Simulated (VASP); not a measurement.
Wanted: the native input for a VASP 6.6.1 run.

* Task: single point
* Functional: PBEsol
* Potentials or basis: VASP PAW PBE potentials, release 64 (Pb_d, O)
* Cutoff: 520 eV
* k mesh: 8 × 8 × 6
* Occupations: gaussian, width 0.05 eV
* Spin: no spin polarisation
* Dipole correction: no
* Further INCAR settings: ALGO = Normal; EDIFF = 1e-07; NBANDS = 28

The structure of PbO lies in POSCAR:

```
PbO
1.0
    3.9744000000      0.0000000000      0.0000000000
    0.0000000000      3.9744000000      0.0000000000
    0.0000000000      0.0000000000      4.9466700000
Pb O
2 2
Direct
    0.0000000000      0.5000000000      0.2351000000
    0.5000000000      0.0000000000      0.7649000000
    0.0000000000      0.0000000000      0.0000000000
    0.5000000000      0.5000000000      0.0000000000
```

This cell differs from its parent crystal: strain +0.000 along x and y, -0.015 along z.

One way to write it, as run:

INCAR

```
SYSTEM = PbO
ALGO = Normal
EDIFF = 1E-7
ENCUT = 520
GGA = PS
ISIF = 2
ISMEAR = 0
LASPH = .True.
LCHARG = .False.
LREAL = .False.
LWAVE = .False.
NBANDS = 28
NELM = 80
PREC = Accurate
SIGMA = 0.05
```

KPOINTS

```
k-points
0
Gamma
  8 8 6
  0 0 0
```

Potentials or basis: VASP PAW PBE potentials, release 64 (Pb_d, O).

Launch:

```console
$ cat potpaw_PBE.64/Pb_d/POTCAR potpaw_PBE.64/O/POTCAR > POTCAR
$ mpirun -np 1 vasp_std > vasp.out
```

It gave:

```json
{
 "Pressure": "2.2 GPa",
 "Largest force": "0.427 eV/Å",
 "Band gap on the k mesh": "1.20 eV, indirect (least direct gap 2.23 eV)"
}
```

Caveat: the cell differs from its parent crystal (strain +0.000 along x and y, -0.015 along z); the PAW data sets were made with another functional, which shifts forces and pressure a little; spin-orbit coupling is left out, which moves the levels of the heavy elements.

It took 87 s on 1 thread of AMD EPYC 9R45 96-Core Processor (Zen 5) (shared host), peak memory 0.22 GiB.
